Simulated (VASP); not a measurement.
Set up this calculation in VASP 6.6.1, as the native input.

* Task: single point
* Functional: r2SCAN
* Potentials or basis: VASP PAW PBE potentials, release 64 (Ba_sv, Ti_sv, O)
* Cutoff: 520 eV
* k mesh: 8 × 8 × 8
* Occupations: gaussian, width 0.02 eV
* Spin: no spin polarisation
* Dipole correction: no
* Further INCAR settings: ALGO = Normal; EDIFF = 1e-07; NBANDS = 28

BaTiO3:

```
Ba Ti O
1.0
     4.15153    0.00000    0.00000
     0.00000    4.15153    0.00000
     0.00000    0.00000    4.29642
Ba Ti O
1 1 3
Direct
  0.50000 0.50000 0.60216
  0.00000 0.00000 0.11397
  0.00000 0.50000 0.05935
  0.50000 0.00000 0.05935
  0.00000 0.00000 0.52516
```

This cell differs from its parent crystal: equal strain along all axes, cell held: +4.5 %, then relaxed in part.

One way to write it, as run:

POSCAR

```
BaTiO3
1.0
    4.1515257608      0.0000000000      0.0000000000
    0.0000000000      4.1515257608      0.0000000000
    0.0000000000      0.0000000000      4.2964239628
Ba Ti O
1 1 3
Direct
    0.5000000000      0.5000000000      0.6021585582
    0.0000000000      0.0000000000      0.1139718491
    0.0000000000      0.5000000000      0.0593541798
    0.5000000000      0.0000000000      0.0593541798
    0.0000000000      0.0000000000      0.5251582231
```

INCAR.step1

```
SYSTEM = BaTiO3
PREC = Accurate ; ENCUT = 520
ISMEAR = 0 ; SIGMA = 0.02
LREAL = .FALSE. ; LASPH = .TRUE.
NELM = 60 ; NBANDS = 28
GGA = PE ; ALGO = Normal
EDIFF = 1E-4 ; LWAVE = .TRUE.
LCHARG = .FALSE.
```

INCAR.step2

```
SYSTEM = BaTiO3
PREC = Accurate ; ENCUT = 520
EDIFF = 1E-7 ; ISMEAR = 0
SIGMA = 0.02 ; LREAL = .FALSE.
LASPH = .TRUE. ; NELM = 60
ALGO = Normal ; ISIF = 2
LWAVE = .FALSE. ; LCHARG = .TRUE.
METAGGA = R2SCAN ; LMIXTAU = .TRUE.
LELF = .TRUE. ; LVHAR = .TRUE.
NBANDS = 28 ; ISTART = 1
```

KPOINTS

```
Automatic mesh
0
G
  8 8 8
  0 0 0
```

Potentials or basis: VASP PAW PBE potentials, release 64 (Ba_sv, Ti_sv, O).

Run with:

```sh
$ cat potpaw_PBE.64/Ba_sv/POTCAR potpaw_PBE.64/Ti_sv/POTCAR potpaw_PBE.64/O/POTCAR > POTCAR
$ cp INCAR.step1 INCAR
$ mpirun -np 1 vasp_std > vasp.out
$ cp INCAR.step2 INCAR
$ mpirun -np 1 vasp_std > vasp.out
```

It gave:

* Pressure: -12.2 GPa
* Largest force: 0.251 eV/Å
* Band gap on the k mesh: 2.04 eV (least direct gap 2.59 eV)

Caveat: the cell differs from its parent crystal (equal strain along all axes, cell held: +4.5 %, then relaxed in part); the cell stands under tension; the PAW data sets were made with another functional, which shifts forces and pressure a little; spin-orbit coupling is left out, which moves the levels of the heavy elements.

It took 7.8 min on 1 thread of Intel Xeon 8259CL (shared host), peak memory 0.3 GiB.
